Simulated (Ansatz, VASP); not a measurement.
CuO: VASP beside Ansatz

The input POSCAR:

```
CuO
1.0
    1.9909680000     -2.1535500000      0.0000000000
    1.9909680000      2.1535500000      0.0000000000
    0.0000000000      0.0000000000      5.1559280000
Cu O
2 2
Direct
    0.0000000000      0.5000000000      0.0000000000
    0.5000000000      0.0000000000      0.5000000000
    0.5000000000      0.5000000000      0.2500000000
    0.5000000000      0.5000000000      0.7500000000
```

File INCAR.step1:

```
SYSTEM = CuO
PREC = Accurate
ENCUT = 520
ISMEAR = 0
SIGMA = 0.1
LREAL = .FALSE.
LASPH = .TRUE.
NELM = 150
ISPIN = 2
MAGMOM = 1 1 0 0
LMAXMIX = 4
NBANDS = 29
GGA = PE
ALGO = Normal
EDIFF = 1E-4
LWAVE = .TRUE.
LCHARG = .FALSE.
```

Contents of INCAR.step2:

```
SYSTEM = CuO
PREC = Accurate
ENCUT = 520
EDIFF = 1E-7
ISMEAR = 0
SIGMA = 0.1
LREAL = .FALSE.
LASPH = .TRUE.
NELM = 150
ALGO = Normal
ISIF = 2
LWAVE = .FALSE.
LCHARG = .FALSE.
ISPIN = 2
MAGMOM = 1 1 0 0
LORBIT = 11
LMAXMIX = 4
METAGGA = R2SCAN
LMIXTAU = .TRUE.
NBANDS = 29
ISTART = 1
```

Contents of KPOINTS:

```
regular mesh
0
G
  6 6 4
  0 0 0
```

Input for Ansatz:

```yaml
crystal:
  lattice:
    - [1.990968, -2.15355, 0.0]
    - [1.990968, 2.15355, 0.0]
    - [0.0, 0.0, 5.155928]
  atoms:
    - { symbol: Cu, position: [0.0, 0.5, 0.0], spin: 1.0 }
    - { symbol: Cu, position: [0.5, 0.0, 0.5], spin: 1.0 }
    - { symbol: O, position: [0.5, 0.5, 0.25] }
    - { symbol: O, position: [0.5, 0.5, 0.75] }
basis:
  ecutwfc: 500
kpoints:
  mp_grid: { grid: [6, 6, 4] }
hamiltonian:
  xc: r2scan
scf:
  occupations: { method: gaussian, width: 0.1 }
output:
  forces: true
  stress: true
  eigenvalues: true
  populations: true
magnetization:
  spin_polarized: true
```

Alike in both runs: task single point; functional r2SCAN; k mesh 6 × 6 × 4; occupations gaussian, width 0.1 eV; collinear spin.

|  | VASP | Ansatz |
| --- | --- | --- |
| version | VASP 6.6.1 | Ansatz 0.2.0 |
| potentials or method | VASP PAW PBE potentials, release 64 (Cu, O), cutoff 520 eV | scalar-relativistic, plane waves, PAW |
| valence electrons in the cell | 34 | 50 |

```tsv
	VASP	Ansatz	Ansatz less VASP
gap on the k mesh at the Fermi level (eV)	none	none	-
pressure (GPa)	-4.1	-4.1	-0.02
traceless stress, the component that is largest in VASP (GPa)	0.64	0.13	-0.508
net moment per atom (μB)	0.00	0.47	+0.471
size of the moment on the site where the two differ most (μB)	0.00	0.62	+0.624
```

The net moments are unlike, so the other rows may belong to different states. VASP's potentials were made for PBE, not for r2SCAN. Site moments also hang on the region over which each program counts them. A gap of «none» marks a metal or a gap that the smearing closes. VASP's potentials hold 34 valence electrons a cell and Ansatz's 50, so a difference there can come from the potentials and not from the codes. Ansatz's warnings: stability check not made.
